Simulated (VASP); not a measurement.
Wanted: the native input for a VASP 6.6.1 run.

```yaml
Task: relaxation of cell and atoms
Functional: PBE
Potentials_or_basis: VASP PAW PBE potentials, release 64 (C)
Cutoff: 600 eV
k_mesh: 4 × 4 × 10
Occupations: gaussian, width 0.02 eV
Spin: no spin polarisation
Dipole_correction: no
Further_INCAR_settings: ALGO = Normal; EDIFF = 1e-06; IBRION = 2; EDIFFG = -0.01; NSW = 100; ISIF = 3
```

The structure of C lies in POSCAR:

```
C
1.0
    3.5965921090     -4.3302910085      0.0000000000
    3.5965921090      4.3302910085      0.0000000000
    0.0000000000      0.0000000000      2.5218084666
C
12
Direct
    0.2605289658      0.3609135499      0.7500000000
    0.3609135499      0.2605289658      0.2500000000
    0.5850205548      0.0001383692      0.7500000000
    0.7367105189      0.2632894811      0.7500000000
    0.3664354776      0.6335645224      0.7500000000
    0.2632894811      0.7367105189      0.2500000000
    0.4149794452      0.9998616308      0.2500000000
    0.6335645224      0.3664354776      0.2500000000
    0.7394710342      0.6390864501      0.2500000000
    0.0001383692      0.5850205548      0.2500000000
    0.9998616308      0.4149794452      0.7500000000
    0.6390864501      0.7394710342      0.7500000000
```

These files were run (other wordings do the same):

INCAR

```
SYSTEM = C
  PREC = Accurate
  ENCUT = 600
  EDIFF = 1E-6
  ISMEAR = 0
  SIGMA = 0.02
  LREAL = .FALSE.
  LASPH = .TRUE.
  NELM = 100
  ALGO = Normal
  ISIF = 3
  LWAVE = .FALSE.
  LCHARG = .FALSE.
  GGA = PE
  IBRION = 2
  NSW = 100
  EDIFFG = -0.01
```

KPOINTS

```
regular mesh
0
G
  4 4 10
  0 0 0
```

Potentials or basis: VASP PAW PBE potentials, release 64 (C).

Launch:

```bash
$ cat potpaw_PBE.64/C/POTCAR > POTCAR
$ mpirun -np 1 vasp_std > vasp.out
```

Results of the run:

The relaxed volume is 6.55 Å³/atom. The relaxed cell is a = 5.630 Å, b = 5.630 Å, c = 2.522 Å, α = 90.00°, β = 90.00°, γ = 100.57°, the space group after relaxing (to 0.05 Å) is Cmcm (No. 63) and the energy gained by relaxing is 0.0 meV/atom. The ionic steps are 3, the pressure after relaxing is 0.0 GPa and the largest force after relaxing is 0.008 eV/Å. The band gap on the k mesh is 4.06 eV, direct.

It took 2.8 min on 1 thread of Intel(R) Xeon(R) Platinum 8259CL CPU @ 2.50GHz (Skylake/Cascade Lake), on a shared host, peak memory 0.24 GiB.
